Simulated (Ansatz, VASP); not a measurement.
Two plane-wave programs on MoSe2

File INCAR:

```
PREC = Accurate
ENCUT = 600
EDIFF = 1E-7
ISMEAR = 0
SIGMA = 0.02
LREAL = False
LASPH = True
NELM = 60
ALGO = Normal
ISIF = 3
LWAVE = False
LCHARG = False
GGA = PE
IVDW = 12
IBRION = 2
NSW = 100
EDIFFG = -0.005
```

File KPOINTS:

```
Automatic mesh
0
Gamma
  9 9 2
```

Contents of POSCAR:

```
MoSe2
1.0
    3.2777600212      0.0000000000      0.0000000000
   -1.6388800106      2.8386234459      0.0000000000
    0.0000000000      0.0000000000     12.7181665787
Mo Se
2 4
Direct
    0.3333333333      0.6666666667      0.2500000000
    0.6666666667      0.3333333333      0.7500000000
    0.3333333333      0.6666666667      0.6183846700
    0.6666666667      0.3333333333      0.1183846700
    0.3333333333      0.6666666667      0.8816153300
    0.6666666667      0.3333333333      0.3816153300
```

Input for Ansatz:

```yaml
crystal:
  lattice:
    - [3.2777600407, 0.0, 0.0]
    - [-1.6388800203, 2.8386234627, 0.0]
    - [0.0, 0.0, 12.7181665635]
  atoms:
    - { symbol: Mo, position: [0.3333333333, 0.6666666667, 0.25] }
    - { symbol: Mo, position: [0.6666666667, 0.3333333333, 0.75] }
    - { symbol: Se, position: [0.3333333333, 0.6666666667, 0.6183846698] }
    - { symbol: Se, position: [0.6666666667, 0.3333333333, 0.1183846698] }
    - { symbol: Se, position: [0.3333333333, 0.6666666667, 0.8816153302] }
    - { symbol: Se, position: [0.6666666667, 0.3333333333, 0.3816153302] }
basis:
  ecutwfc: 420
kpoints:
  mp_grid: { grid: [9, 9, 2] }
hamiltonian:
  xc: pbe
  dispersion: d3bj
scf:
  occupations: { method: gaussian, width: 0.02 }
output:
  forces: true
  stress: true
  eigenvalues: true
relax:
  adjacent_minimum: "off"
  f_tol: 0.005
  max_steps: 80
  cell: { stress_tol: 0.05 }
```

Alike in both runs: task relaxation of cell and atoms; functional PBE; dispersion D3(BJ); k mesh 9 × 9 × 2; occupations gaussian, width 0.02 eV; no spin polarisation.

|  | VASP | Ansatz |
| --- | --- | --- |
| version | VASP 6.6.1 | Ansatz 0.2.0 |
| potentials or method | VASP PAW PBE potentials, release 64 (Mo_sv, Se), cutoff 600 eV | scalar-relativistic, plane waves, PAW |
| valence electrons in the cell | 52 | 92 |

|  | VASP | Ansatz | Ansatz less VASP |
| --- | --- | --- | --- |
| gap on the k mesh at the Fermi level, each at its own relaxed structure (eV) | 0.84 | 0.85 | +0.009 |
| relaxed volume (Å³/atom) | 19.75 | 19.73 | -0.016 |
| relaxed cell length with the largest relative difference (Å) | 3.279 | 3.277 | -0.0020 |

VASP's potentials hold 52 valence electrons a cell and Ansatz's 92, so a difference there can come from the potentials and not from the codes.
